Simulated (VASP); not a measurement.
# Cu (Fm-3m) in VASP: notebook, part 2 of 2

VASP 6.6.1. The steps go on from the part before.

## Step 5: Single point, LDA

Input file INCAR:

```
ALGO = Normal
EDIFF = 1E-6
ENCUT = 700
GGA_COMPAT = F
ISIF = 2
ISMEAR = 0
LASPH = T
LCHARG = F
LREAL = F
LWAVE = F
NBANDS = 16
NELM = 120
PREC = Accurate
SIGMA = 0.1
```

Input file KPOINTS:

```
k-points
0
Gamma
  10 10 10
```

Input file POSCAR:

```
Cu
1.0
    0.0000000000      1.7598111920      1.7598111920
    1.7598111920      0.0000000000      1.7598111920
    1.7598111920      1.7598111920      0.0000000000
Cu
1
Direct
    0.0000000000      0.0000000000      0.0000000000
```

Potentials or basis: VASP PAW LDA potentials, release 64 (Cu_sv_GW).

Started as:

```sh
$ cat potpaw_LDA.64/Cu_sv_GW/POTCAR > POTCAR
$ mpirun -np 1 vasp_std > vasp.out
```

OUTCAR:

```text
EDIFF = 1E-6
   ENCUT = 700
   ISIF = 2
   ISMEAR = 0
   LASPH = T
   LREAL = F
   NELM = 120
   PREC = Accurate

 ion  position               nearest neighbor table
   1  0.000  0.000  0.000-

  LATTYP: Found a face centered cubic cell.
 ALAT       =     3.5196223840

  Lattice vectors:

 A1 = (   0.0000000000,   1.7598111920,   1.7598111920)
 A2 = (   1.7598111920,   0.0000000000,   1.7598111920)
 A3 = (   1.7598111920,   1.7598111920,   0.0000000000)

Analysis of symmetry for initial positions (statically):
=====================================================================
 Subroutine PRICEL returns:
 Original cell was already a primitive cell.

 Routine SETGRP: Setting up the symmetry group for a
 face centered cubic supercell.

 Subroutine GETGRP returns: Found 48 space group operations
 (whereof 48 operations were pure point group operations)
 out of a pool of 48 trial point group operations.

The static configuration has the point symmetry O_h .

[... 155 lines left out ...]
  free energy    TOTEN  =        -4.84158202 eV

  energy without entropy =       -4.83800567  energy(sigma->0) =       -4.83979384

 E-fermi :   8.1033     XC(G=0): -14.3535

 val. band max:        8.0381925298   @ k =   0.5000   0.2000   0.1000
 cond. band min:       8.3634846675   @ k =   0.5000   0.3000   0.1000
 fundamental gap:      0.3252921377
 Fermi energy:         8.1033297244

 k-point     1 :       0.0000    0.0000    0.0000
  band No.  band energies     occupation
      1    -103.4760      2.00000
      2     -61.3618      2.00000
      3     -61.3618      2.00000
      4     -61.3618      2.00000
      5      -1.8118      2.00000
      6       4.9062      2.00000
[... 433 lines left out ...]
      3     -61.4115      2.00000
      4     -61.4065      2.00000
      5       2.7204      2.00000
      6       3.6809      2.00000
[... 8 lines left out ...]
     15      32.2330      0.00000
     16      47.3639      0.00000

 [... further k-points ...]

------------------------ aborting loop because EDIFF is reached ----------------------------------------

  FORCE on cell =-STRESS in cart. coord.  units (eV):
  Direction    XX          YY          ZZ          XY          YZ          ZX
  --------------------------------------------------------------------------------------
  -------------------------------------------------------------------------------------
  Total       -0.2950085     -0.2950085     -0.2950085      0.0000000      0.0000000      0.0000000
  in kB      -43.3627515    -43.3627515    -43.3627515      0.0000000      0.0000000      0.0000000
  external PRESSURE =     -43.3627515 kB  Pullay stress =       0.0000000 kB

 VOLUME and BASIS-vectors are now :
 -----------------------------------------------------------------------------
  energy-cutoff  :      700.00
  volume of cell :       10.90
      direct lattice vectors                 reciprocal lattice vectors
     0.000000000  1.759811192  1.759811192    -0.284121389  0.284121389  0.284121389
     1.759811192  0.000000000  1.759811192     0.284121389 -0.284121389  0.284121389
     1.759811192  1.759811192  0.000000000     0.284121389  0.284121389 -0.284121389

 POSITION                                       TOTAL-FORCE (eV/Angst)
 -----------------------------------------------------------------------------------
      0.00000      0.00000      0.00000        -0.000000      0.000000     -0.000000
 -----------------------------------------------------------------------------------
    total drift:                                0.000000      0.000000      0.000000

  FREE ENERGIE OF THE ION-ELECTRON SYSTEM (eV)
  ---------------------------------------------------
  free  energy   TOTEN  =        -4.8415820163 eV

  energy  without entropy=       -4.8380056730  energy(sigma->0) =       -4.83979384
```

OSZICAR:

```text
N       E                     dE             d eps       ncg     rms          rms(c)
DAV:   1     0.206135505608E+03    0.20614E+03   -0.13832E+04  2096   0.451E+03
DAV:   2     0.112793757179E+01   -0.20501E+03   -0.19602E+03  2264   0.952E+02
DAV:   3    -0.569748002280E+01   -0.68254E+01   -0.68200E+01  2040   0.156E+02
DAV:   4    -0.579487563757E+01   -0.97396E-01   -0.97370E-01  2080   0.135E+01
DAV:   5    -0.580209895348E+01   -0.72233E-02   -0.72233E-02  2184   0.379E+00    0.861E+00
DAV:   6    -0.543491993529E+01    0.36718E+00   -0.58023E+00  1952   0.200E+02    0.555E+00
DAV:   7    -0.486274195956E+01    0.57218E+00   -0.18928E+00  1664   0.109E+02    0.176E+00
DAV:   8    -0.484173794768E+01    0.21004E-01   -0.32855E-02  2416   0.459E+00    0.266E-01
DAV:   9    -0.484162117669E+01    0.11677E-03   -0.12294E-03  2464   0.243E+00    0.855E-02
DAV:  10    -0.484158198325E+01    0.39193E-04   -0.82812E-05  2416   0.676E-01    0.243E-03
DAV:  11    -0.484158201632E+01   -0.33069E-07   -0.40112E-07  1224   0.208E-02
   1 F= -.48415820E+01 E0= -.48397938E+01  d E =-.357634E-02
```

stdout:

```text
POSCAR found type information on POSCAR Cu
 POSCAR found :  1 types and       1 ions
 scaLAPACK will be used
 LDA part: xc-table for (Slater(with rela. corr.)+CA(PZ))
 , standard interpolation
 POSCAR, INCAR and KPOINTS ok, starting setup
 FFT: planning ... GRIDC
 FFT: planning ... GRID_SOFT
 FFT: planning ... GRID
 WAVECAR not read
 entering main loop
```

It took 5.2 s on 1 thread of Intel Xeon 6975P-C (Granite Rapids), shared host; peak memory 0.14 GiB.

What came out:

* Free energy: -4.8416 eV
* Pressure: -4.3 GPa

Levels at points of the mesh, in eV from the Fermi level:
```
           k point  band 6  band 7  band 8  band 9  band 10  band 11  band 12  band 13  band 14  band 15
(0.00, 0.00, 0.00)   -3.20   -3.20   -3.20   -2.24    -2.24    23.46    26.54    26.54    26.54    29.06
(0.50, 0.00, 0.00)   -3.23   -3.23   -1.59   -1.59    -1.15     4.26    21.92    23.28    23.28    26.31
(0.50, 0.50, 0.00)   -4.79   -1.60   -1.43   -1.43     1.50     7.80    13.72    13.72    18.60    21.69
```

## Step 6: Overview

| task | potentials or basis | cell | k mesh | cutoff (eV) | second run | gap on the mesh (eV) | pressure (GPa) |
| --- | --- | --- | --- | --- | --- | --- | --- |
| single point | VASP PAW LDA potentials, release 64 (Cu) | a = 2.489 Å, angles 60.0°, 1 atom | 10 × 10 × 10 | 520 | - | none | 1.1 |
| single point | VASP PAW LDA potentials, release 64 (Cu) | a = 2.488 Å, angles 60.0°, 1 atom | 20 × 20 × 20 | 520 | - | none | 1.1 |
| relaxation of cell and atoms | VASP PAW LDA potentials, release 64 (Cu) | relaxed from a = 2.489 Å, angles 60.0°, 1 atom | 20 × 20 × 20 | 600 | - | none | 0.0 |
| single point | VASP PAW LDA potentials, release 64 (Cu_sv_GW) | a = 2.489 Å, angles 60.0°, 1 atom | 10 × 10 × 10 | 700 | valence_matched | none | -4.3 |

Alike in all rows: level LDA; no spin polarisation; smearing gaussian 0.1 eV.

Absolute energies hang on the potentials; compare differences alone.
